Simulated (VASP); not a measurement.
# BaTa2Tl3 (P6/mmm) in VASP: further runs

BaTa2Tl3 is run at these levels: PBE; tasks: single point, relaxation of cell and atoms.

All numbers are computed with VASP 6.6.1; they aren't measurements. Logs are shortened: lines on timing, memory, paths and dates and some standing lists are left out, and cuts for length are marked.

## 1. The cell of the first run

It takes space group P6/mmm (No. 191, hexagonal). Conventional cell: a = 6.656 Å, b = 6.656 Å, c = 4.053 Å, α = 90.00°, β = 90.00°, γ = 120.00°. Within 5.0 Å of Ba (site symmetry 6/mmm) lie 6 Ta at 3.84 Å and 12 Tl at 3.90 Å and 2 Ba at 4.05 Å. Within 3.7 Å of Ta (site symmetry -6m2) lie 6 Tl at 2.79 Å. Tl (site symmetry mmm) has 4 Ta at 2.79 Å and 4 Tl at 3.33 Å within 3.7 Å.

## 2. Single point, PBE

File INCAR:

```
ALGO     = Normal         # electronic algorithm
EDIFF    = 1E-6           # SCF threshold, eV
ENCUT    = 520            # plane-wave cutoff, eV
GGA      = PE             # functional
ISIF     = 2              # what is computed and relaxed
ISMEAR   = 0              # smearing method
LASPH    = True           # aspherical terms in the spheres
LCHARG   = True           # write CHGCAR
LELF     = True           # ELF
LREAL    = False          # projectors in reciprocal space
LVHAR    = True         
LWAVE    = False          # write WAVECAR
NBANDS   = 44             # bands
NELM     = 80             # most SCF steps
PREC     = Accurate       # precision mode
SIGMA    = 0.1            # smearing width, eV
```

File KPOINTS:

```
k-points
0
Gamma
  3 3 4
```

File POSCAR:

```
BaTa2Tl3
1.0
    6.6558579526      0.0000000000      0.0000000000
   -3.3279289763      5.7641420709      0.0000000000
    0.0000000000      0.0000000000      4.0528709275
Ba Ta Tl
1 2 3
Direct
    0.0000000000      0.0000000000      0.0000000000
    0.3333333333      0.6666666667      0.0000000000
    0.6666666667      0.3333333333      0.0000000000
    0.5000000000      0.0000000000      0.5000000000
    0.5000000000      0.5000000000      0.5000000000
    0.0000000000      0.5000000000      0.5000000000
```

Potentials or basis: VASP PAW PBE potentials, release 64 (Ba_sv, Ta_pv, Tl_d).

Command:

```sh
> cat potpaw_PBE.64/Ba_sv/POTCAR potpaw_PBE.64/Ta_pv/POTCAR potpaw_PBE.64/Tl_d/POTCAR > POTCAR
> mpirun -np 1 vasp_std > vasp.out
```

OUTCAR:

```text
EDIFF = 1E-6
   ENCUT = 520
   GGA = PE
   ISIF = 2
   ISMEAR = 0
   LASPH = True
   LREAL = False
   NELM = 80
   PREC = Accurate

 ion  position               nearest neighbor table
   1  0.000  0.000  0.000-   2 3.84   3 3.84   2 3.84   3 3.84   3 3.84   2 3.84   5 3.90   6 3.90
                             5 3.90   6 3.90   6 3.90   6 3.90   5 3.90   5 3.90   4 3.90   4 3.90
   2  0.333  0.667  0.000-   4 2.79   4 2.79   6 2.79   6 2.79   5 2.79   5 2.79   1 3.84   1 3.84
                             1 3.84
   3  0.667  0.333  0.000-   4 2.79   4 2.79   6 2.79   6 2.79   5 2.79   5 2.79   1 3.84   1 3.84
                             1 3.84
   4  0.500  0.000  0.500-   2 2.79   3 2.79   2 2.79   3 2.79   5 3.33   6 3.33   5 3.33   6 3.33
                             1 3.90   1 3.90   1 3.90   1 3.90
   5  0.500  0.500  0.500-   2 2.79   3 2.79   2 2.79   3 2.79   4 3.33   4 3.33   6 3.33   6 3.33
                             1 3.90   1 3.90   1 3.90   1 3.90
   6  0.000  0.500  0.500-   2 2.79   3 2.79   2 2.79   3 2.79   4 3.33   4 3.33   5 3.33   5 3.33
                             1 3.90   1 3.90   1 3.90   1 3.90

  LATTYP: Found a hexagonal cell.
 ALAT       =     6.6558579526
 C/A-ratio  =     0.6089178820

  Lattice vectors:

 A1 = (   6.6558579526,   0.0000000000,   0.0000000000)
 A2 = (  -3.3279289763,   5.7641420709,   0.0000000000)
 A3 = (   0.0000000000,   0.0000000000,   4.0528709275)

Analysis of symmetry for initial positions (statically):
=====================================================================
 Subroutine PRICEL returns:
 Original cell was already a primitive cell.

 Routine SETGRP: Setting up the symmetry group for a
 hexagonal supercell.

 Subroutine GETGRP returns: Found 24 space group operations
 (whereof 24 operations were pure point group operations)
 out of a pool of 24 trial point group operations.

The static configuration has the point symmetry D_6h.

Analysis of symmetry for dynamics (positions and initial velocities):
=====================================================================
 Subroutine PRICEL returns:
 Original cell was already a primitive cell.

 Routine SETGRP: Setting up the symmetry group for a
 hexagonal supercell.

 Subroutine GETGRP returns: Found 24 space group operations
 (whereof 24 operations were pure point group operations)
 out of a pool of 24 trial point group operations.

The dynamic configuration has the point symmetry D_6h.

 Subroutine INISYM returns: Found 24 space group operations
 (whereof 24 operations are pure point group operations),
 and found     1 'primitive' translations

----------------------------------------------------------------------------------------

                                     Primitive cell

  volume of cell :     155.4897

  direct lattice vectors                    reciprocal lattice vectors
     6.655857953  0.000000000  0.000000000     0.150243591  0.086743178  0.000000000
    -3.327928976  5.764142071  0.000000000     0.000000000  0.173486355  0.000000000
     0.000000000  0.000000000  4.052870927     0.000000000  0.000000000  0.246738674

  length of vectors
     6.655857953  6.655857953  4.052870927     0.173486355  0.173486355  0.246738674

  position of ions in fractional coordinates (direct lattice)
     0.000000000  0.000000000  0.000000000
     0.333333333  0.666666667  0.000000000
     0.666666667  0.333333333  0.000000000
     0.500000000  0.000000000  0.500000000
     0.500000000  0.500000000  0.500000000
     0.000000000  0.500000000  0.500000000

  ion indices of the primitive-cell ions
   primitive index   ion index
                 1           1
                 2           2
                 3           3
                 4           4
                 5           5
                 6           6

----------------------------------------------------------------------------------------

 KPOINTS: k-points

Automatic generation of k-mesh.
 Grid dimensions read from file:
 generate k-points for:    3    3    4

 Generating k-lattice:

  Cartesian coordinates                     Fractional coordinates (reciprocal lattice)
     0.050081197  0.028914393  0.000000000     0.333333333  0.000000000  0.000000000
     0.000000000  0.057828785  0.000000000     0.000000000  0.333333333  0.000000000
     0.000000000  0.000000000  0.061684669     0.000000000  0.000000000  0.250000000

  Length of vectors
     0.057828785  0.057828785  0.061684669

  Shift w.r.t. Gamma in fractional coordinates (k-lattice)
     0.000000000  0.000000000  0.000000000

 Subroutine IBZKPT returns following result:
 ===========================================

 Found      9 irreducible k-points:

 Following reciprocal coordinates:
            Coordinates               Weight
  0.000000  0.000000  0.000000      1.000000
  0.333333 -0.000000  0.000000      6.000000
  0.333333  0.333333  0.000000      2.000000
  0.000000  0.000000  0.250000      2.000000
  0.333333 -0.000000  0.250000     12.000000
  0.333333  0.333333  0.250000      4.000000
  0.000000  0.000000  0.500000      1.000000
  0.333333 -0.000000  0.500000      6.000000
  0.333333  0.333333  0.500000      2.000000
   k-points           NKPTS =      9   k-points in BZ     NKDIM =      9   number of bands    NBANDS=     44
   number of dos      NEDOS =    301   number of ions     NIONS =      6
   total plane-waves  NPLWV =  75000
   dimension x,y,z NGX =    50 NGY =   50 NGZ =   30
   dimension x,y,z NGXF=   100 NGYF=  100 NGZF=   60
   ions per type =               1   2   3
   NGX,Y,Z   is equivalent  to a cutoff of  12.49, 12.49, 12.31 a.u.
   NGXF,Y,Z  is equivalent  to a cutoff of  24.98, 24.98, 24.61 a.u.
 SYSTEM =  unknown system
   PREC   = accura    normal or accurate (medium, high low for compatibility)
   ISTART =      0    job   : 0-new  1-cont  2-samecut
   ICHARG =      2    charge: 1-file 2-atom 10-const
   ISPIN  =      1    spin polarized calculation?
   LNONCOLLINEAR =      F non collinear calculations
   LSORBIT =      F    spin-orbit coupling
   LASPH  =      T    aspherical Exc in radial PAW
   ENCUT  =  520.0 eV  38.22 Ry    6.18 a.u.  12.38 12.38  7.54*2*pi/ulx,y,z
   NELM   =     80;   NELMIN=  2; NELMDL= -5     # of ELM steps
   EDIFF  = 0.1E-05   stopping-criterion for ELM
   LREAL  =      F    real-space projection
   EDIFFG = 0.1E-04   stopping-criterion for IOM
   NSW    =      0    number of steps for IOM
   IBRION =     -1    ionic relax: 0-MD 1-quasi-New 2-CG
   NFREE  =      0    steps in history (QN), initial steepest desc. (CG)
   ISIF   =      2    stress and relaxation
   ISYM   =      2    0-nonsym 1-usesym 2-fastsym
   POTIM  = 0.5000    time-step for ionic-motion
   TEBEG  =    0.0;   TEEND  =   0.0 temperature during run
   PSTRESS=    0.0 pullay stress
   NELECT =      71.0000    total number of electrons
   NUPDOWN=      -1.0000    fix difference up-down
   EMIN   =  10.00;   EMAX   =-10.00  energy-range for DOS
   EFERMI =   0.00;   METHOD = LEGACY
   ISMEAR =     0;   SIGMA  =   0.10  broadening in eV -4-tet -1-fermi 0-gaus
   EFERMI_NEDOS =   21; number of points for ismear=-14 and -15
   IALGO  =     38    algorithm
   IMIX   =      4    mixing-type and parameters
     AMIX     =   0.40;   BMIX     =  1.00
     AMIX_MAG =   1.60;   BMIX_MAG =  1.00
  volume/ion in A,a.u.               =      25.91       174.88
  Fermi-wavevector in a.u.,A,eV,Ry     =   1.260648  2.382279 21.622827  1.589233
  Thomas-Fermi vector in A             =   2.394147
   LORBIT       =      0    0 simple, 1 ext, 2 COOP (PROOUT), +10 PAW based schemes
   GGA     = PE    functional components
   LHFCALC =     F    Hartree Fock is set to
   AEXX    =    0.0000 exact exchange contribution
   IVDW    =     0    specifies the selected vdW correction
   LEPSILON=     F    determine dielectric tensor
   LRPA    =     F    only Hartree local field effects (RPA)
 non-spin polarized calculation
 Gauss-broadening in eV      SIGMA  =   0.10
  energy-cutoff  :      520.00
  volume of cell :      155.49
 maximum number of plane-waves:      4215
 NGX is ok and might be reduce to    50
   NGX = 25   NGY = 25   NGZ = 15

 number of electron      71.0000003 magnetization

 Free energy of the ion-electron system (eV)
  ---------------------------------------------------
  ext. energy  EPLUGINS =         0.00000000
  ---------------------------------------------------
  free energy    TOTEN  =       -28.31161392 eV

  energy without entropy =      -28.25974705  energy(sigma->0) =      -28.28568048

 E-fermi :   6.2905     XC(G=0): -10.6131

 val. band max:        6.2636158947   @ k =   0.3333  -0.0000   0.0000
 cond. band min:       6.3018309165   @ k =   0.0000   0.0000   0.2500
 fundamental gap:      0.0382150218
 Fermi energy:         6.2905486810

 k-point     1 :       0.0000    0.0000    0.0000
  band No.  band energies     occupation
      1     -28.6841      2.00000
      2     -28.6841      2.00000
      3     -28.6519      2.00000
      4     -28.6519      2.00000
      5     -28.6250      2.00000
      6     -28.6177      2.00000
[... 36 lines left out ...]
     43       7.8831      0.00000
     44      10.0044      0.00000

 k-point     2 :       0.3333   -0.0000    0.0000
  band No.  band energies     occupation
      1     -28.6852      2.00000
      2     -28.6781      2.00000
      3     -28.6581      2.00000
      4     -28.6508      2.00000
      5     -28.6235      2.00000
      6     -28.6193      2.00000
[... 36 lines left out ...]
     43       8.8293      0.00000
     44      10.1343      0.00000

 k-point     3 :       0.3333    0.3333    0.0000
  band No.  band energies     occupation
      1     -28.6864      2.00000
      2     -28.6681      2.00000
      3     -28.6681      2.00000
      4     -28.6497      2.00000
      5     -28.6214      2.00000
      6     -28.6214      2.00000
[... 271 lines left out ...]
     43       9.0852      0.00000
     44       9.5112      0.00000

 k-point     9 :       0.3333    0.3333    0.5000
  band No.  band energies     occupation
      1     -28.6787      2.00000
      2     -28.6658      2.00000
      3     -28.6658      2.00000
      4     -28.6529      2.00000
      5     -28.6446      2.00000
      6     -28.6446      2.00000
[... 36 lines left out ...]
     43       7.6085      0.00000
     44       9.4054      0.00000

------------------------ aborting loop because EDIFF is reached ----------------------------------------

  FORCE on cell =-STRESS in cart. coord.  units (eV):
  Direction    XX          YY          ZZ          XY          YZ          ZX
  --------------------------------------------------------------------------------------
  -------------------------------------------------------------------------------------
  Total        4.7654958      4.7654958     12.7562981      0.0000000      0.0000000      0.0000000
  in kB       49.1040344     49.1040344    131.4418754      0.0000000      0.0000000      0.0000000
  external PRESSURE =      76.5499814 kB  Pullay stress =       0.0000000 kB

 VOLUME and BASIS-vectors are now :
 -----------------------------------------------------------------------------
  energy-cutoff  :      520.00
  volume of cell :      155.49
      direct lattice vectors                 reciprocal lattice vectors
     6.655857953  0.000000000  0.000000000     0.150243591  0.086743178  0.000000000
    -3.327928976  5.764142071  0.000000000     0.000000000  0.173486355  0.000000000
     0.000000000  0.000000000  4.052870927     0.000000000  0.000000000  0.246738674

 POSITION                                       TOTAL-FORCE (eV/Angst)
 -----------------------------------------------------------------------------------
      0.00000      0.00000      0.00000        -0.000000      0.000000      0.000000
     -0.00000      3.84276      0.00000         0.000000      0.000000      0.000000
      3.32793      1.92138      0.00000        -0.000000      0.000000      0.000000
      3.32793      0.00000      2.02644        -0.000000      0.000000      0.000000
      1.66396      2.88207      2.02644        -0.000000      0.000000      0.000000
     -1.66396      2.88207      2.02644        -0.000000      0.000000      0.000000
 -----------------------------------------------------------------------------------
    total drift:                               -0.000000     -0.000000      0.000000

  FREE ENERGIE OF THE ION-ELECTRON SYSTEM (eV)
  ---------------------------------------------------
  free  energy   TOTEN  =       -28.3116139206 eV

  energy  without entropy=      -28.2597470479  energy(sigma->0) =      -28.28568048
```

It took 54 s on 1 thread of Intel Xeon 6975P-C, shared host; peak memory 0.28 GiB.

What came out:

```yaml
Free_energy: -28.3116 eV
Pressure: 7.7 GPa
```

Stress tensor (GPa, compression positive):
```
 4.91  0.00  0.00
 0.00  4.91  0.00
 0.00  0.00 13.14
```

Levels at points of the mesh, in eV from the Fermi level:
```
           k point  band 32  band 33  band 34  band 35  band 36  band 37  band 38  band 39
(0.00, 0.00, 0.00)    -1.27    -1.27    -0.98     0.06     0.61     0.61     1.07     1.29
(0.00, 0.00, 0.50)    -2.40    -2.05    -2.05     0.27     0.27     0.51     0.74     0.74
```

Caveat: the k points lie up to 0.39 Å⁻¹ apart; spin-orbit coupling is left out, which moves the levels of the heavy elements.

## 3. Single point, PBE

This run uses another cell than the first one, of 26.68 Å³/atom, 1.029 times its volume.

File INCAR:

```
SYSTEM = BaTa2Tl3
PREC = Accurate
ENCUT = 520
EDIFF = 1E-7
ISMEAR = 0
SIGMA = 0.1
LREAL = .FALSE.
LASPH = .TRUE.
NELM = 80
ALGO = Normal
ISIF = 2
LWAVE = .FALSE.
LCHARG = .FALSE.
GGA = PE
NBANDS = 44
```

File KPOINTS:

```
Automatic mesh
0
G
  3 3 4
  0 0 0
```

Changes to POSCAR since step 2:

```diff
@@ -2,5 +2,5 @@
 1.0
-    6.6558579526      0.0000000000      0.0000000000
-   -3.3279289763      5.7641420709      0.0000000000
-    0.0000000000      0.0000000000      4.0528709275
+    6.2985121207      0.0000000000      0.0000000000
+   -3.1492560603      5.4546715026      0.0000000000
+    0.0000000000      0.0000000000      4.6586516240
 Ba Ta Tl
```

Potentials or basis: VASP PAW PBE potentials, release 64 (Ba_sv, Ta_pv, Tl_d).

Command:

```sh
> cat potpaw_PBE.64/Ba_sv/POTCAR potpaw_PBE.64/Ta_pv/POTCAR potpaw_PBE.64/Tl_d/POTCAR > POTCAR
> mpirun -np 1 vasp_std > vasp.out
```

Wall time 61 s (1 thread of Intel Xeon 6975P-C, shared host); peak memory 0.31 GiB.

It converged, with:

| Quantity | Value |
| --- | --- |
| Free energy | -28.9943 eV |
| Pressure | 0.2 GPa |

Stress tensor (GPa, compression positive):
```
0.15 0.00 0.00
0.00 0.15 0.00
0.00 0.00 0.35
```

Levels at points of the mesh, in eV from the Fermi level:
```
           k point  band 32  band 33  band 34  band 35  band 36  band 37  band 38  band 39  band 40  band 41
(0.00, 0.00, 0.00)    -1.69    -1.56    -1.56    -0.49     0.58     0.58     0.77     0.77     0.79     1.48
(0.00, 0.00, 0.50)    -2.48    -1.72    -1.72    -0.49     0.21     0.21     0.84     0.84     1.08     1.56
```

Caveat: the k points lie up to 0.38 Å⁻¹ apart; spin-orbit coupling is left out, which moves the levels of the heavy elements.

## 4. Single point, PBE

This run uses another cell than the first one, of 26.63 Å³/atom, 1.028 times its volume.

File INCAR:

```
PREC = Accurate
ENCUT = 520
EDIFF = 1E-6
ISMEAR = 0
SIGMA = 0.1
LREAL = False
LASPH = True
NELM = 100
ALGO = Fast
ISIF = 2
LWAVE = False
LCHARG = False
GGA = PE
NBANDS = 44
```

File KPOINTS:

```
regular mesh
0
Gamma
  6 6 8
```

Changes to POSCAR since step 3:

```diff
@@ -2,5 +2,5 @@
 1.0
-    6.2985121207      0.0000000000      0.0000000000
-   -3.1492560603      5.4546715026      0.0000000000
-    0.0000000000      0.0000000000      4.6586516240
+    6.2834526033      0.0000000000      0.0000000000
+   -3.1417263016      5.4416295780      0.0000000000
+    0.0000000000      0.0000000000      4.6728898819
 Ba Ta Tl
```

Command:

```sh
> cat potpaw_PBE.64/Ba_sv/POTCAR potpaw_PBE.64/Ta_pv/POTCAR potpaw_PBE.64/Tl_d/POTCAR > POTCAR
> mpirun -np 1 vasp_std > vasp.out
```

Run time: 3.4 min. Hardware: 1 thread of Intel Xeon 6975P-C, shared host; peak memory 0.42 GiB.

It converged, with:

| Quantity | Value |
| --- | --- |
| Free energy | -29.0204 eV |
| Pressure | 0.2 GPa |

Stress tensor (GPa, compression positive):
```
0.23 0.00 0.00
0.00 0.23 0.00
0.00 0.00 0.04
```

Levels at points of the mesh, in eV from the Fermi level:
| k point | band 34 | band 35 | band 36 | band 37 | band 38 | band 39 |
| --- | --- | --- | --- | --- | --- | --- |
| (0.00, 0.00, 0.00) | -1.57 | -0.54 | 0.59 | 0.59 | 0.77 | 0.77 |
| (0.50, 0.00, 0.00) | -0.94 | -0.79 | -0.57 | 0.04 | 1.10 | 1.38 |
| (0.00, 0.00, 0.50) | -1.71 | -0.51 | 0.23 | 0.23 | 0.85 | 0.85 |
| (0.50, 0.00, 0.50) | -0.38 | -0.20 | 0.08 | 0.11 | 0.57 | 1.05 |

Caveat: spin-orbit coupling is left out, which moves the levels of the heavy elements.

(Part 1 of 2 ends here.)
